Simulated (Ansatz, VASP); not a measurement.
## Two plane-wave programs on PdI

Contents of INCAR:

```
SYSTEM = PdI
ALGO = Normal
EDIFF = 1E-6
ENCUT = 520
GGA = PS
ISIF = 2
ISMEAR = -1
LASPH = .True.
LCHARG = .False.
LREAL = .False.
LWAVE = .False.
NBANDS = 16
NELM = 60
PREC = Accurate
SIGMA = 0.1
```

Contents of KPOINTS:

```
k-points
0
Gamma
  12 12 12
  0 0 0
```

Contents of POSCAR:

```
PdI
1.0
    0.0000000000      2.4109215058      2.4109215058
    2.4109215058      0.0000000000      2.4109215058
    2.4109215058      2.4109215058      0.0000000000
Pd I
1 1
Direct
    0.0000000000      0.0000000000      0.0000000000
    0.2500000000      0.2500000000      0.2500000000
```

Input for Ansatz:

```yaml
crystal:
  lattice:
    - [0.0, 2.4109215058, 2.4109215058]
    - [2.4109215058, 0.0, 2.4109215058]
    - [2.4109215058, 2.4109215058, 0.0]
  atoms:
    - { symbol: Pd, position: [0.0, 0.0, 0.0] }
    - { symbol: I, position: [0.25, 0.25, 0.25] }
kpoints:
  mp_grid: { grid: [12, 12, 12] }
scf:
  occupations: { method: fermi_dirac, width: 0.1 }
hamiltonian:
  xc: pbesol
  pseudopotentials: { kind: paw }
output:
  forces: true
  stress: true
  eigenvalues: true
  populations: true
```

Change from the starting cell: volume scaled by 0.5, PAW files.

Alike in both runs: task single point; functional PBEsol; k mesh 12 × 12 × 12; occupations fermi-dirac, width 0.1 eV; no spin polarisation.

|  | VASP | Ansatz |
| --- | --- | --- |
| version | VASP 6.6.1 | Ansatz 0.2.0 |
| potentials or method | VASP PAW PBE potentials, release 64 (Pd, I) | PAW with Ansatz's default frozen-core files, scalar-relativistic |
| plane-wave cutoff (eV) | 520 | 420 |
| valence electrons in the cell | 17 | 35 |

|  | VASP | Ansatz | Ansatz less VASP |
| --- | --- | --- | --- |
| pressure (GPa) | 254.6 | 255.7 | +1.17 |

VASP's potentials were made for PBE, not for PBEsol. Both programs put the cell under a high pressure, so it lies far from rest at this level. VASP's potentials hold 17 valence electrons a cell and Ansatz's 35, so a difference there can come from the potentials and not from the codes.

Spin-orbit coupling is off throughout. Noted on VASP's run: the cell as given lies far from equilibrium.
